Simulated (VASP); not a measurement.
# SiGe (P6_3mc) in VASP: further runs

Runs on SiGe. Level: PBEsol. Tasks: single point, relaxation of the atoms.

Everything below comes from runs of VASP 6.6.1. Logs are shortened: lines on timing, memory, paths and dates and some standing lists are left out, and cuts for length are marked.

## Step 1: The cell of the first run

The structure is hexagonal, space group P6_3mc (No. 186). Conventional cell: a = 3.784 Å, b = 3.784 Å, c = 6.510 Å, α = 90.00°, β = 90.00°, γ = 120.00°. Within 3.1 Å of Si (site symmetry 3m) lie 4 Ge at 2.35 to 2.40 Å. Within 3.1 Å of Ge (site symmetry 3m) lie 4 Si at 2.35 to 2.40 Å.

## Step 2: Single point, PBEsol (biaxial strain in the a-b plane: -3.0 %, then relaxed in part)

INCAR reads:

```
SYSTEM = SiGe
PREC = Accurate
ENCUT = 520
EDIFF = 1E-7
ISMEAR = 0
SIGMA = 0.02
LREAL = .FALSE.
LASPH = .TRUE.
NELM = 60
ALGO = Normal
ISIF = 2
LWAVE = .FALSE.
LCHARG = .FALSE.
GGA = PS
NBANDS = 26
```

KPOINTS reads:

```
regular mesh
0
G
  12 12 6
  0 0 0
```

POSCAR reads:

```
SiGe
1.0
    3.7835789826      0.0000000000      0.0000000000
   -1.8917894913      3.2766755162      0.0000000000
    0.0000000000      0.0000000000      6.5102387403
Si Ge
2 2
Direct
    0.6666666667      0.3333333333      0.8716225713
    0.3333333333      0.6666666667      0.3716225713
    0.6666666667      0.3333333333      0.5033764287
    0.3333333333      0.6666666667      0.0033764287
```

Potentials or basis: VASP PAW PBE potentials, release 64 (Si, Ge_d).

Launch:

```
$ cat potpaw_PBE.64/Si/POTCAR potpaw_PBE.64/Ge_d/POTCAR > POTCAR
$ mpirun -np 1 vasp_std > vasp.out
```

OUTCAR:

```text
SYSTEM = SiGe
   PREC = Accurate
   ENCUT = 520
   EDIFF = 1E-7
   ISMEAR = 0
   LREAL = .FALSE.
   LASPH = .TRUE.
   NELM = 60
   ISIF = 2
   GGA = PS

 ion  position               nearest neighbor table
   1  0.667  0.333  0.872-   4 2.35   4 2.35   4 2.35   3 2.40
   2  0.333  0.667  0.372-   3 2.35   3 2.35   3 2.35   4 2.40
   3  0.667  0.333  0.503-   2 2.35   2 2.35   2 2.35   1 2.40
   4  0.333  0.667  0.003-   1 2.35   1 2.35   1 2.35   2 2.40

  LATTYP: Found a hexagonal cell.
 ALAT       =     3.7835789826
 C/A-ratio  =     1.7206562279

  Lattice vectors:

 A1 = (   3.7835789826,   0.0000000000,   0.0000000000)
 A2 = (  -1.8917894913,   3.2766755162,   0.0000000000)
 A3 = (   0.0000000000,   0.0000000000,   6.5102387403)

Analysis of symmetry for initial positions (statically):
=====================================================================
 Subroutine PRICEL returns:
 Original cell was already a primitive cell.

 Routine SETGRP: Setting up the symmetry group for a
 hexagonal supercell.

 Subroutine GETGRP returns: Found 12 space group operations
 (whereof  6 operations were pure point group operations)
 out of a pool of 24 trial point group operations.

The static configuration has the point symmetry C_3v.
 The point group associated with its full space group is C_6v.

Analysis of symmetry for dynamics (positions and initial velocities):
=====================================================================
 Subroutine PRICEL returns:
 Original cell was already a primitive cell.

 Routine SETGRP: Setting up the symmetry group for a
 hexagonal supercell.

 Subroutine GETGRP returns: Found 12 space group operations
 (whereof  6 operations were pure point group operations)
 out of a pool of 24 trial point group operations.

The dynamic configuration has the point symmetry C_3v.
 The point group associated with its full space group is C_6v.

 Subroutine INISYM returns: Found 12 space group operations
 (whereof  6 operations are pure point group operations),
 and found     1 'primitive' translations

----------------------------------------------------------------------------------------

                                     Primitive cell

  volume of cell :      80.7111

  direct lattice vectors                    reciprocal lattice vectors
     3.783578983  0.000000000  0.000000000     0.264300020  0.152593688  0.000000000
    -1.891789491  3.276675516  0.000000000     0.000000000  0.305187375  0.000000000
     0.000000000  0.000000000  6.510238740     0.000000000  0.000000000  0.153604198

  length of vectors
     3.783578983  3.783578983  6.510238740     0.305187375  0.305187375  0.153604198

  position of ions in fractional coordinates (direct lattice)
     0.666666667  0.333333333  0.871622571
     0.333333333  0.666666667  0.371622571
     0.666666667  0.333333333  0.503376429
     0.333333333  0.666666667  0.003376429

  ion indices of the primitive-cell ions
   primitive index   ion index
                 1           1
                 2           2
                 3           3
                 4           4

----------------------------------------------------------------------------------------

 KPOINTS: regular mesh

Automatic generation of k-mesh.
 Grid dimensions read from file:
 generate k-points for:   12   12    6

 Generating k-lattice:

  Cartesian coordinates                     Fractional coordinates (reciprocal lattice)
     0.022025002  0.012716141  0.000000000     0.083333333  0.000000000  0.000000000
     0.000000000  0.025432281  0.000000000     0.000000000  0.083333333  0.000000000
     0.000000000  0.000000000  0.025600700     0.000000000  0.000000000  0.166666667

  Length of vectors
     0.025432281  0.025432281  0.025600700

  Shift w.r.t. Gamma in fractional coordinates (k-lattice)
     0.000000000  0.000000000  0.000000000

 Subroutine IBZKPT returns following result:
 ===========================================

 Found     76 irreducible k-points:

 Following reciprocal coordinates:
            Coordinates               Weight
  0.000000  0.000000  0.000000      1.000000
  0.083333 -0.000000  0.000000      6.000000
  0.166667  0.000000  0.000000      6.000000
  0.250000  0.000000  0.000000      6.000000
  0.333333 -0.000000  0.000000      6.000000
  0.416667 -0.000000  0.000000      6.000000
[... 16 lines left out ...]
  0.250000  0.000000  0.166667     12.000000
  0.333333 -0.000000  0.166667     12.000000
 [... further k-points ...]
   k-points           NKPTS =     76   k-points in BZ     NKDIM =     76   number of bands    NBANDS=     26
   number of dos      NEDOS =    301   number of ions     NIONS =      4
   total plane-waves  NPLWV =  37632
   dimension x,y,z NGX =    28 NGY =   28 NGZ =   48
   dimension x,y,z NGXF=    56 NGYF=   56 NGZF=   96
   ions per type =               2   2
   NGX,Y,Z   is equivalent  to a cutoff of  12.30, 12.30, 12.26 a.u.
   NGXF,Y,Z  is equivalent  to a cutoff of  24.61, 24.61, 24.51 a.u.
 SYSTEM =  SiGe
   PREC   = accura    normal or accurate (medium, high low for compatibility)
   ISTART =      0    job   : 0-new  1-cont  2-samecut
   ICHARG =      2    charge: 1-file 2-atom 10-const
   ISPIN  =      1    spin polarized calculation?
   LNONCOLLINEAR =      F non collinear calculations
   LSORBIT =      F    spin-orbit coupling
   LASPH  =      T    aspherical Exc in radial PAW
   ENCUT  =  520.0 eV  38.22 Ry    6.18 a.u.   7.03  7.03 12.10*2*pi/ulx,y,z
   NELM   =     60;   NELMIN=  2; NELMDL= -5     # of ELM steps
   EDIFF  = 0.1E-06   stopping-criterion for ELM
   LREAL  =      F    real-space projection
   EDIFFG = 0.1E-05   stopping-criterion for IOM
   NSW    =      0    number of steps for IOM
   IBRION =     -1    ionic relax: 0-MD 1-quasi-New 2-CG
   NFREE  =      0    steps in history (QN), initial steepest desc. (CG)
   ISIF   =      2    stress and relaxation
   ISYM   =      2    0-nonsym 1-usesym 2-fastsym
   POTIM  = 0.5000    time-step for ionic-motion
   TEBEG  =    0.0;   TEEND  =   0.0 temperature during run
   PSTRESS=    0.0 pullay stress
   NELECT =      36.0000    total number of electrons
   NUPDOWN=      -1.0000    fix difference up-down
   EMIN   =  10.00;   EMAX   =-10.00  energy-range for DOS
   EFERMI =   0.00;   METHOD = LEGACY
   ISMEAR =     0;   SIGMA  =   0.02  broadening in eV -4-tet -1-fermi 0-gaus
   EFERMI_NEDOS =   21; number of points for ismear=-14 and -15
   IALGO  =     38    algorithm
   IMIX   =      4    mixing-type and parameters
     AMIX     =   0.40;   BMIX     =  1.00
     AMIX_MAG =   1.60;   BMIX_MAG =  1.00
  volume/ion in A,a.u.               =      20.18       136.17
  Fermi-wavevector in a.u.,A,eV,Ry     =   1.250829  2.363724 21.287311  1.564573
  Thomas-Fermi vector in A             =   2.384805
   LORBIT       =      0    0 simple, 1 ext, 2 COOP (PROOUT), +10 PAW based schemes
   GGA     = PS    functional components
   LHFCALC =     F    Hartree Fock is set to
   AEXX    =    0.0000 exact exchange contribution
   IVDW    =     0    specifies the selected vdW correction
   LEPSILON=     F    determine dielectric tensor
   LRPA    =     F    only Hartree local field effects (RPA)
 non-spin polarized calculation
 Gauss-broadening in eV      SIGMA  =   0.02
  energy-cutoff  :      520.00
  volume of cell :       80.71
 maximum number of plane-waves:      2193
   NGX = 15   NGY = 15   NGZ = 25

 number of electron      36.0000015 magnetization

 Free energy of the ion-electron system (eV)
  ---------------------------------------------------
  ext. energy  EPLUGINS =         0.00000000
  ---------------------------------------------------
  free energy    TOTEN  =       -21.15866528 eV

  energy without entropy =      -21.15866528  energy(sigma->0) =      -21.15866528

 E-fermi :   6.2994     XC(G=0): -10.1069

 val. band max:        6.2222873178   @ k =   0.0000   0.0000   0.0000
 cond. band min:       6.3806093016   @ k =   0.4167  -0.0000   0.3333
 fundamental gap:      0.1583219838
 Fermi energy:         6.2993830477

 k-point     1 :       0.0000    0.0000    0.0000
  band No.  band energies     occupation
      1     -18.4921      2.00000
      2     -18.4911      2.00000
      3     -18.4872      2.00000
      4     -18.4872      2.00000
      5     -18.4838      2.00000
      6     -18.4838      2.00000
[... 18 lines left out ...]
     25      10.4980      0.00000
     26      12.7721      0.00000

 k-point     2 :       0.0833   -0.0000    0.0000
  band No.  band energies     occupation
      1     -18.4916      2.00000
      2     -18.4911      2.00000
      3     -18.4875      2.00000
      4     -18.4868      2.00000
      5     -18.4836      2.00000
      6     -18.4832      2.00000
[... 18 lines left out ...]
     25      10.8425      0.00000
     26      12.0761      0.00000

 k-point     3 :       0.1667    0.0000    0.0000
  band No.  band energies     occupation
      1     -18.4917      2.00000
      2     -18.4900      2.00000
      3     -18.4882      2.00000
      4     -18.4857      2.00000
      5     -18.4828      2.00000
      6     -18.4817      2.00000
[... 18 lines left out ...]
     25      11.7270      0.00000
     26      11.7786      0.00000

 k-point     4 :       0.2500    0.0000    0.0000
  band No.  band energies     occupation
      1     -18.4929      2.00000
      2     -18.4892      2.00000
      3     -18.4880      2.00000
      4     -18.4844      2.00000
      5     -18.4813      2.00000
      6     -18.4798      2.00000
[... 18 lines left out ...]
     25      12.6564      0.00000
     26      12.8875      0.00000

 k-point     5 :       0.3333   -0.0000    0.0000
  band No.  band energies     occupation
      1     -18.4944      2.00000
      2     -18.4904      2.00000
      3     -18.4861      2.00000
      4     -18.4834      2.00000
      5     -18.4795      2.00000
      6     -18.4780      2.00000
[... 18 lines left out ...]
     25      12.9199      0.00000
     26      13.6671      0.00000

 k-point     6 :       0.4167   -0.0000    0.0000
  band No.  band energies     occupation
      1     -18.4955      2.00000
      2     -18.4913      2.00000
      3     -18.4847      2.00000
      4     -18.4828      2.00000
      5     -18.4782      2.00000
      6     -18.4769      2.00000
[... 427 lines left out ...]
 k-point    21 :       0.0833   -0.0000    0.1667
  band No.  band energies     occupation
      1     -18.4917      2.00000
      2     -18.4912      2.00000
      3     -18.4872      2.00000
      4     -18.4866      2.00000
      5     -18.4839      2.00000
      6     -18.4835      2.00000
[... 18 lines left out ...]
     25      10.6459      0.00000
     26      12.3894      0.00000

 k-point    22 :       0.1667    0.0000    0.1667
  band No.  band energies     occupation
      1     -18.4917      2.00000
      2     -18.4906      2.00000
      3     -18.4874      2.00000
      4     -18.4854      2.00000
      5     -18.4831      2.00000
      6     -18.4820      2.00000
[... 18 lines left out ...]
     25      11.5349      0.00000
     26      11.6278      0.00000

 k-point    23 :       0.2500    0.0000    0.1667
  band No.  band energies     occupation
      1     -18.4929      2.00000
      2     -18.4904      2.00000
      3     -18.4867      2.00000
      4     -18.4841      2.00000
      5     -18.4815      2.00000
      6     -18.4801      2.00000
[... 18 lines left out ...]
     25      12.5694      0.00000
     26      12.6528      0.00000

 k-point    24 :       0.3333   -0.0000    0.1667
  band No.  band energies     occupation
      1     -18.4943      2.00000
      2     -18.4912      2.00000
      3     -18.4851      2.00000
      4     -18.4830      2.00000
      5     -18.4798      2.00000
      6     -18.4784      2.00000
[... 18 lines left out ...]
     25      13.5306      0.00000
     26      13.8057      0.00000

 [... further k-points ...]

------------------------ aborting loop because EDIFF is reached ----------------------------------------

  FORCE on cell =-STRESS in cart. coord.  units (eV):
  Direction    XX          YY          ZZ          XY          YZ          ZX
  --------------------------------------------------------------------------------------
  -------------------------------------------------------------------------------------
  Total        3.4096950      3.4096950     -0.0255388      0.0000000      0.0000000      0.0000000
  in kB       67.6850812     67.6850812     -0.5069650      0.0000000      0.0000000      0.0000000
  external PRESSURE =      44.9543992 kB  Pullay stress =       0.0000000 kB

 VOLUME and BASIS-vectors are now :
 -----------------------------------------------------------------------------
  energy-cutoff  :      520.00
  volume of cell :       80.71
      direct lattice vectors                 reciprocal lattice vectors
     3.783578983  0.000000000  0.000000000     0.264300020  0.152593688  0.000000000
    -1.891789491  3.276675516  0.000000000     0.000000000  0.305187375  0.000000000
     0.000000000  0.000000000  6.510238740     0.000000000  0.000000000  0.153604198

 POSITION                                       TOTAL-FORCE (eV/Angst)
 -----------------------------------------------------------------------------------
      1.89179      1.09223      5.67447         0.000000     -0.000000      0.000769
     -0.00000      2.18445      2.41935        -0.000000     -0.000000      0.000769
      1.89179      1.09223      3.27710        -0.000000     -0.000000     -0.000769
     -0.00000      2.18445      0.02198         0.000000      0.000000     -0.000769
 -----------------------------------------------------------------------------------
    total drift:                                0.000000      0.000000      0.002422

  FREE ENERGIE OF THE ION-ELECTRON SYSTEM (eV)
  ---------------------------------------------------
  free  energy   TOTEN  =       -21.1586652845 eV

  energy  without entropy=      -21.1586652845  energy(sigma->0) =      -21.15866528
```

Run time: 52 s. Hardware: 1 thread of Intel Xeon 6975P-C (Granite Rapids), shared host; peak memory 0.27 GiB.

What came out:

- Free energy: -21.1587 eV
- Pressure: 4.5 GPa
- Band gap on the k mesh: 0.16 eV (least direct gap 0.94 eV)

Stress tensor (GPa, compression positive):
```
 6.77  0.00  0.00
 0.00  6.77  0.00
 0.00  0.00 -0.05
```

Caveat: the cell differs from its parent crystal (biaxial strain in the a-b plane: -3.0 %, then relaxed in part); the stress differs along the axes, from -0 to 7 GPa; semilocal functionals underestimate gaps, and a narrow one can read as zero; the PAW data sets were made with another functional, which shifts forces and pressure a little. A k mesh can miss the band edges.

(Part 1 of 2 ends here.)
